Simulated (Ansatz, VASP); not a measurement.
# One calculation of SnO, two programs

```
CELL_PARAMETERS angstrom
3.81370 0.00000 0.00000
0.00000 3.81370 0.00000
0.00000 0.00000 4.88691
ATOMIC_POSITIONS crystal
Sn 0.50000 0.00000 0.76463
Sn 0.00000 0.50000 0.23537
O 0.00000 0.00000 0.00000
O 0.50000 0.50000 0.00000
```

Alike in both runs: task relaxation of cell and atoms; functional PBEsol; k mesh 7 × 7 × 6; occupations fermi-dirac, width 0.05 eV; no spin polarisation.

```csv
,VASP,Ansatz
version,VASP 6.6.1,Ansatz 0.2.0
potentials or method,"VASP PAW PBE potentials, release 64 (Sn_d, O)",Ansatz PAW
plane-wave cutoff (eV),600,420
valence electrons in the cell,40,40
```

Ansatz gave:

* gap on the k mesh at the Fermi level, each at its own relaxed structure (eV): 0.15
* relaxed volume (Å³/atom): 17.21
* relaxed cell length with the largest relative difference (Å): 4.752

Task: Which values does VASP return?

Result: gap on the k mesh at the Fermi level, each at its own relaxed structure (eV): 0.11; relaxed volume (Å³/atom): 17.14; relaxed cell length with the largest relative difference (Å): 4.733.

VASP's potentials were made for PBE, not for PBEsol.

Noted on Ansatz's run: odd divisions of the mesh miss points on the zone boundary, where band edges often lie, so the gap on the mesh can be too wide; the plane-wave basis is chosen anew once the cell has moved, so the energies of steps on either side of that aren't comparable.
